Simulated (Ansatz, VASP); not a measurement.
NaCl: VASP beside Ansatz

INCAR

```
SYSTEM = NaCl
  AGGAC = 1.0
  AGGAX = 1.0
  ALDAC = 0.0
  ALDAX = 1.0
  ALGO = Normal
  EDIFF = 1E-6
  ENCUT = 520
  GGA = B5
  ISIF = 2
  ISMEAR = -1
  LASPH = .TRUE.
  LCHARG = .FALSE.
  LREAL = .FALSE.
  LWAVE = .FALSE.
  NBANDS = 14
  NELM = 100
  PREC = Accurate
  SIGMA = 0.05
```

Contents of KPOINTS:

```
k-points
0
G
  8 8 8
  0 0 0
```

POSCAR

```
NaCl
1.0
    0.0000000000      2.7940632177      2.7940632177
    2.7940632177      0.0000000000      2.7940632177
    2.7940632177      2.7940632177      0.0000000000
Cl Na
1 1
Direct
    0.5000000000      0.5000000000      0.5000000000
    0.0000000000      0.0000000000      0.0000000000
```

File input.yaml:

```yaml
crystal:
  lattice:
    - [0.0, 2.7940632177, 2.7940632177]
    - [2.7940632177, 0.0, 2.7940632177]
    - [2.7940632177, 2.7940632177, 0.0]
  atoms:
    - { symbol: Cl, position: [0.5, 0.5, 0.5] }
    - { symbol: Na, position: [0.0, 0.0, 0.0] }
hamiltonian:
  xc: blyp
  pseudopotentials: { kind: paw }
kpoints:
  mp_grid: { grid: [8, 8, 8] }
  band_path:
    path:
      - [[0.0, 0.0, 0.0], [0.5, 0.0, 0.5], [0.5, 0.25, 0.75], [0.375, 0.375, 0.75], [0.0, 0.0, 0.0], [0.5, 0.5, 0.5], [0.625, 0.25, 0.625], [0.5, 0.25, 0.75], [0.5, 0.5, 0.5], [0.375, 0.375, 0.75]]
      - [[0.625, 0.25, 0.625], [0.5, 0.0, 0.5]]
    npoints: 14
scf:
  occupations: { method: fermi_dirac, width: 0.05 }
  n_extra_bands: 6
output:
  forces: true
  stress: true
  eigenvalues: true
  fatbands: false
```

Alike in both runs: functional BLYP; k mesh 8 × 8 × 8; occupations fermi-dirac, width 0.05 eV; no spin polarisation.

|  | VASP | Ansatz |
| --- | --- | --- |
| version | VASP 6.6.1 | Ansatz 0.2.0 |
| potentials or method | VASP PAW PBE potentials, release 64 (Cl, Na_pv) | Ansatz PAW |
| plane-wave cutoff (eV) | 520 | 420 |
| valence electrons in the cell | 14 | 16 |
| task | single point | band structure |

Ansatz gave:

| Quantity | Value |
| --- | --- |
| gap on the k mesh at the Fermi level (eV) | 5.25 |
| least direct gap on the mesh (eV) | 5.25 |
| pressure (GPa) | 2.5 |

Problem. Which values does VASP return?

Solution. gap on the k mesh at the Fermi level (eV): 5.27; least direct gap on the mesh (eV): 5.27; pressure (GPa): 2.4.

VASP's potentials were made for PBE, not for BLYP. The functional is the same, so the differences come from potentials, cutoffs and numerics. VASP's potentials hold 14 valence electrons a cell and Ansatz's 16, so a difference there can come from the potentials and not from the codes.
